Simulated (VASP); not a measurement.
# W (I4/mmm) in VASP: a series of runs

W is run at these levels: PBEsol; tasks: single point.

Everything below comes from runs of VASP 6.6.1. Logs are shortened: lines on timing, memory, paths and dates and some standing lists are left out, and cuts for length are marked.

## 1. The cell of the first run

The structure is tetragonal, space group I4/mmm (No. 139). The conventional cell has a = 2.871 Å, b = 2.871 Å, c = 4.415 Å, α = 90.00°, β = 90.00°, γ = 90.00°. Within 3.8 Å of W (site symmetry 4/mmm) lie 12 W at 2.87 to 3.00 Å.

## 2. Single point, PBEsol (strain +0.0875 x Voigt [0, 1, 0, 0, 0, 0])

The input, INCAR:

```
SYSTEM = W
PREC = Accurate ; ENCUT = 520
EDIFF = 1E-6 ; ISMEAR = 0
SIGMA = 0.15 ; LREAL = .False.
LASPH = .True. ; NELM = 100
ALGO = Fast ; ISIF = 2
LWAVE = .False. ; LCHARG = .True.
GGA = PS ; LELF = .True.
LVHAR = .True. ; NBANDS = 13
```

The input, KPOINTS:

```
regular mesh
0
Gamma
  20 20 20
  0 0 0
```

The input, POSCAR:

```
W
1.0
    0.0000000000      2.2076250000      2.0300000000
    2.0300000000      0.0000000000      2.0300000000
    2.0300000000      2.2076250000      0.0000000000
W
1
Direct
    0.0000000000      0.0000000000      0.0000000000
```

Potentials or basis: VASP PAW PBE potentials, release 64 (W_sv).

Launch:

```
cat potpaw_PBE.64/W_sv/POTCAR > POTCAR
mpirun -np 1 vasp_std > vasp.out
```

OUTCAR:

```text
SYSTEM = W
   PREC = Accurate
   ENCUT = 520
   EDIFF = 1E-6
   ISMEAR = 0
   LREAL = .False.
   LASPH = .True.
   NELM = 100
   ISIF = 2
   GGA = PS

 ion  position               nearest neighbor table
   1  0.000  0.000  0.000-

  LATTYP: Found a body centered tetragonal cell.
 ALAT       =     2.8708535316
 C/A-ratio  =     1.5379572491

  Lattice vectors:

 A1 = (   0.0000000000,  -2.2076250000,   2.0300000000)
 A2 = (   0.0000000000,  -2.2076250000,  -2.0300000000)
 A3 = (   2.0300000000,   2.2076250000,   0.0000000000)

Analysis of symmetry for initial positions (statically):
=====================================================================
 Subroutine PRICEL returns:
 Original cell was already a primitive cell.

 Routine SETGRP: Setting up the symmetry group for a
 body centered tetragonal supercell.

 Subroutine GETGRP returns: Found 16 space group operations
 (whereof 16 operations were pure point group operations)
 out of a pool of 16 trial point group operations.

The static configuration has the point symmetry D_4h.

Analysis of symmetry for dynamics (positions and initial velocities):
=====================================================================
 Subroutine PRICEL returns:
 Original cell was already a primitive cell.

 Routine SETGRP: Setting up the symmetry group for a
 body centered tetragonal supercell.

 Subroutine GETGRP returns: Found 16 space group operations
 (whereof 16 operations were pure point group operations)
 out of a pool of 16 trial point group operations.

The dynamic configuration has the point symmetry D_4h.

 Subroutine INISYM returns: Found 16 space group operations
 (whereof 16 operations are pure point group operations),
 and found     1 'primitive' translations

----------------------------------------------------------------------------------------

                                     Primitive cell

  volume of cell :      18.1948

  direct lattice vectors                    reciprocal lattice vectors
     0.000000000  2.207625000  2.030000000    -0.246305419  0.226487741  0.246305419
     2.030000000  0.000000000  2.030000000     0.246305419 -0.226487741  0.246305419
     2.030000000  2.207625000  0.000000000     0.246305419  0.226487741 -0.246305419

  length of vectors
     2.999084550  2.870853532  2.999084550     0.415486962  0.415486962  0.415486962

  position of ions in fractional coordinates (direct lattice)
     0.000000000  0.000000000  0.000000000

  ion indices of the primitive-cell ions
   primitive index   ion index
                 1           1

----------------------------------------------------------------------------------------

 KPOINTS: regular mesh

Automatic generation of k-mesh.
 Grid dimensions read from file:
 generate k-points for:   20   20   20

 Generating k-lattice:

  Cartesian coordinates                     Fractional coordinates (reciprocal lattice)
    -0.012315271  0.011324387  0.012315271     0.050000000  0.000000000 -0.000000000
     0.012315271 -0.011324387  0.012315271     0.000000000  0.050000000  0.000000000
     0.012315271  0.011324387 -0.012315271    -0.000000000  0.000000000  0.050000000

  Length of vectors
     0.020774348  0.020774348  0.020774348

  Shift w.r.t. Gamma in fractional coordinates (k-lattice)
     0.000000000  0.000000000  0.000000000

 Subroutine IBZKPT returns following result:
 ===========================================

 Found    641 irreducible k-points:

 Following reciprocal coordinates:
            Coordinates               Weight
  0.000000  0.000000  0.000000      1.000000
  0.050000  0.000000  0.000000      8.000000
  0.100000  0.000000  0.000000      8.000000
  0.150000  0.000000  0.000000      8.000000
  0.200000  0.000000  0.000000      8.000000
  0.250000  0.000000  0.000000      8.000000
[... 16 lines left out ...]
 -0.400000  0.050000  0.000000     16.000000
 -0.350000  0.050000  0.000000     16.000000
 [... further k-points ...]
   k-points           NKPTS =    641   k-points in BZ     NKDIM =    641   number of bands    NBANDS=     13
   number of dos      NEDOS =    301   number of ions     NIONS =      1
   total plane-waves  NPLWV =  13824
   dimension x,y,z NGX =    24 NGY =   24 NGZ =   24
   dimension x,y,z NGXF=    48 NGYF=   48 NGZF=   48
   ions per type =               1
   NGX,Y,Z   is equivalent  to a cutoff of  13.30, 13.90, 13.30 a.u.
   NGXF,Y,Z  is equivalent  to a cutoff of  26.61, 27.80, 26.61 a.u.
 SYSTEM =  W
   PREC   = accura    normal or accurate (medium, high low for compatibility)
   ISTART =      0    job   : 0-new  1-cont  2-samecut
   ICHARG =      2    charge: 1-file 2-atom 10-const
   ISPIN  =      1    spin polarized calculation?
   LNONCOLLINEAR =      F non collinear calculations
   LSORBIT =      F    spin-orbit coupling
   LASPH  =      T    aspherical Exc in radial PAW
   ENCUT  =  520.0 eV  38.22 Ry    6.18 a.u.   5.58  5.34  5.58*2*pi/ulx,y,z
   NELM   =    100;   NELMIN=  2; NELMDL= -5     # of ELM steps
   EDIFF  = 0.1E-05   stopping-criterion for ELM
   LREAL  =      F    real-space projection
[... 7 lines left out ...]
   TEBEG  =    0.0;   TEEND  =   0.0 temperature during run
   PSTRESS=    0.0 pullay stress
   NELECT =      14.0000    total number of electrons
   NUPDOWN=      -1.0000    fix difference up-down
   EMIN   =  10.00;   EMAX   =-10.00  energy-range for DOS
   EFERMI =   0.00;   METHOD = LEGACY
   ISMEAR =     0;   SIGMA  =   0.15  broadening in eV -4-tet -1-fermi 0-gaus
   EFERMI_NEDOS =   21; number of points for ismear=-14 and -15
   IALGO  =     68    algorithm
   IMIX   =      4    mixing-type and parameters
     AMIX     =   0.40;   BMIX     =  1.00
     AMIX_MAG =   1.60;   BMIX_MAG =  1.00
  volume/ion in A,a.u.               =      18.19       122.78
  Fermi-wavevector in a.u.,A,eV,Ry     =   1.500151  2.834875 30.619283  2.250454
  Thomas-Fermi vector in A             =   2.611689
   LORBIT       =      0    0 simple, 1 ext, 2 COOP (PROOUT), +10 PAW based schemes
   GGA     = PS    functional components
   LHFCALC =     F    Hartree Fock is set to
   AEXX    =    0.0000 exact exchange contribution
   IVDW    =     0    specifies the selected vdW correction
   LEPSILON=     F    determine dielectric tensor
   LRPA    =     F    only Hartree local field effects (RPA)
 non-spin polarized calculation
 RMM-DIIS sequential band-by-band and
 Gauss-broadening in eV      SIGMA  =   0.15
  energy-cutoff  :      520.00
  volume of cell :       18.19
 maximum number of plane-waves:       509
   NGX = 11   NGY = 11   NGZ = 11

 number of electron      13.9999999 magnetization

 Free energy of the ion-electron system (eV)
  ---------------------------------------------------
  ext. energy  EPLUGINS =         0.00000000
  ---------------------------------------------------
  free energy    TOTEN  =       -13.13896395 eV

  energy without entropy =      -13.12540174  energy(sigma->0) =      -13.13218285

 E-fermi :   9.0969     XC(G=0): -12.9899

 val. band max:        9.0955695654   @ k =   0.5000   0.4000   0.1000
 cond. band min:       9.0973470913   @ k =   0.4000  -0.0500   0.3500
 fundamental gap:      0.0017775259
 Fermi energy:         9.0969295507

 k-point     1 :       0.0000    0.0000    0.0000
  band No.  band energies     occupation
      1     -64.9017      2.00000
      2     -28.6785      2.00000
      3     -28.6053      2.00000
      4     -28.6053      2.00000
      5       0.5091      2.00000
      6       7.8575      2.00000
      7       8.8948      1.94336
      8       8.8948      1.94336
      9      10.3745      0.00000
     10      11.8817      0.00000
     11      21.7473      0.00000
     12      24.8851      0.00000
     13      27.1293      0.00000

 k-point     2 :       0.0500    0.0000    0.0000
  band No.  band energies     occupation
      1     -64.9001      2.00000
      2     -28.6870      2.00000
      3     -28.6217      2.00000
      4     -28.6068      2.00000
      5       0.6073      2.00000
      6       7.8775      2.00000
      7       8.8414      1.98402
      8       8.9406      1.85953
      9      10.3551      0.00000
     10      11.8256      0.00000
     11      21.9411      0.00000
     12      24.9237      0.00000
     13      26.7329      0.00000

 k-point     3 :       0.1000    0.0000    0.0000
  band No.  band energies     occupation
      1     -64.8954      2.00000
      2     -28.7238      2.00000
      3     -28.6569      2.00000
      4     -28.6113      2.00000
      5       0.8947      2.00000
      6       7.9031      2.00000
      7       8.7169      1.99966
      8       9.0682      1.21370
      9      10.3286      0.00000
     10      11.6792      0.00000
     11      22.4735      0.00000
     12      24.6874      0.00000
     13      26.4316      0.00000
[... 305 lines left out ...]
 k-point    23 :      -0.4000    0.0500    0.0000
  band No.  band energies     occupation
      1     -64.8384      2.00000
      2     -29.3811      2.00000
      3     -28.8056      2.00000
      4     -28.6801      2.00000
      5       3.9049      2.00000
      6       7.8836      2.00000
      7       8.6169      1.99999
      8       9.0072      1.60257
      9      12.7219      0.00000
     10      13.2074      0.00000
     11      18.6739      0.00000
     12      21.8021      0.00000
     13      26.9931      0.00000

 k-point    24 :      -0.3500    0.0500    0.0000
  band No.  band energies     occupation
      1     -64.8452      2.00000
      2     -29.3030      2.00000
      3     -28.7897      2.00000
      4     -28.6747      2.00000
      5       3.7220      2.00000
      6       7.9335      2.00000
      7       8.1981      2.00000
      8       9.0659      1.22983
      9      12.1548      0.00000
     10      12.7932      0.00000
     11      19.6655      0.00000
     12      22.5468      0.00000
     13      27.8400      0.00000

 [... further k-points ...]
[... 5 lines left out ...]
  --------------------------------------------------------------------------------------
  -------------------------------------------------------------------------------------
  Total       -3.8209260     -2.5366826     -3.8209260      0.0000000     -0.0000000      0.0000000
  in kB     -336.4587542   -223.3723123   -336.4587542      0.0000000     -0.0000000      0.0000000
  external PRESSURE =    -298.7632735 kB  Pullay stress =       0.0000000 kB

 VOLUME and BASIS-vectors are now :
 -----------------------------------------------------------------------------
  energy-cutoff  :      520.00
  volume of cell :       18.19
      direct lattice vectors                 reciprocal lattice vectors
     0.000000000  2.207625000  2.030000000    -0.246305419  0.226487741  0.246305419
     2.030000000  0.000000000  2.030000000     0.246305419 -0.226487741  0.246305419
     2.030000000  2.207625000  0.000000000     0.246305419  0.226487741 -0.246305419

 POSITION                                       TOTAL-FORCE (eV/Angst)
 -----------------------------------------------------------------------------------
      0.00000      0.00000      0.00000         0.000000      0.000000      0.000000
 -----------------------------------------------------------------------------------
    total drift:                               -0.000000      0.000000     -0.000000

  FREE ENERGIE OF THE ION-ELECTRON SYSTEM (eV)
  ---------------------------------------------------
  free  energy   TOTEN  =       -13.1389639535 eV

  energy  without entropy=      -13.1254017380  energy(sigma->0) =      -13.13218285
```

Run time: 4.2 min. Hardware: 1 thread of AMD EPYC 7R13, shared host; peak memory 0.23 GiB.

Results:

```yaml
Free_energy: -13.1390 eV
Pressure: -29.9 GPa
Band_gap_on_the_k_mesh: zero (band 7 reaches 12.06 eV, above the bottom of band 8 at 8.69 eV)
```

Levels at points of the mesh, in eV from the Fermi level:
```csv
k point,band 5,band 6,band 7,band 8,band 9,band 10
"(0.00, 0.00, 0.00)",-8.59,-1.24,-0.20,-0.20,1.28,2.78
"(0.50, 0.00, 0.00)",-5.20,-1.29,-0.22,0.29,3.93,4.45
"(0.50, 0.50, 0.00)",-4.91,-4.05,2.96,3.98,4.22,5.45
"(0.50, 0.00, 0.50)",-5.06,-3.95,1.47,4.29,4.75,4.75
```

Caveat: the cell differs from its parent crystal (strain +0.0875 x Voigt [0, 1, 0, 0, 0, 0]); the PAW data sets were made with another functional, which shifts forces and pressure a little; spin-orbit coupling is left out, which moves the levels of the heavy elements.

## 3. Single point, PBEsol (strain -0.0250 x Voigt [0, 1, 0, 0, 0, 0])

The input, INCAR:

```
SYSTEM = W
ALGO = Normal
EDIFF = 1E-6
ENCUT = 520
GGA = PS
ISIF = 2
ISMEAR = 0
LASPH = .TRUE.
LCHARG = .FALSE.
LREAL = .FALSE.
LWAVE = .FALSE.
NBANDS = 13
NELM = 60
PREC = Accurate
SIGMA = 0.15
```

The input, KPOINTS:

```
k-points
0
G
  20 20 20
  0 0 0
```

The input, POSCAR:

```
W
1.0
    0.0000000000      1.9792500000      2.0300000000
    2.0300000000      0.0000000000      2.0300000000
    2.0300000000      1.9792500000      0.0000000000
W
1
Direct
    0.0000000000      0.0000000000      0.0000000000
```

Potentials or basis: VASP PAW PBE potentials, release 64 (W_sv).

Launch:

```
cat potpaw_PBE.64/W_sv/POTCAR > POTCAR
mpirun -np 1 vasp_std > vasp.out
```

Wall time 3.3 min (1 thread of AMD EPYC 7R13, shared host); peak memory 0.22 GiB.

The run converged. Its results:

```yaml
Free_energy: -13.3178 eV
Pressure: -5.4 GPa
Band_gap_on_the_k_mesh: zero (band 7 reaches 13.84 eV, above the bottom of band 8 at 9.89 eV)
```

Stress tensor (GPa, compression positive):
```
 -2.48   0.00   0.00
  0.00 -11.30   0.00
  0.00   0.00  -2.48
```

Levels at points of the mesh, in eV from the Fermi level:
```tsv
k point	band 3	band 4	band 5	band 6	band 7	band 8	band 9	band 10	band 11	band 12
(0.00, 0.00, 0.00)	-37.26	-37.24	-9.05	-0.69	-0.69	-0.36	2.31	2.79	12.83	17.75
(0.50, 0.00, 0.00)	-37.44	-37.39	-5.66	-1.01	-0.62	0.65	4.95	5.19	10.36	12.44
(0.50, 0.50, 0.00)	-37.68	-37.64	-5.57	-4.54	2.91	5.02	5.61	6.00	11.71	12.11
(0.50, 0.00, 0.50)	-37.72	-37.72	-5.54	-4.62	3.42	5.00	5.83	5.83	11.51	11.51
```

Caveat: the cell differs from its parent crystal (strain -0.0250 x Voigt [0, 1, 0, 0, 0, 0]); the PAW data sets were made with another functional, which shifts forces and pressure a little; spin-orbit coupling is left out, which moves the levels of the heavy elements.
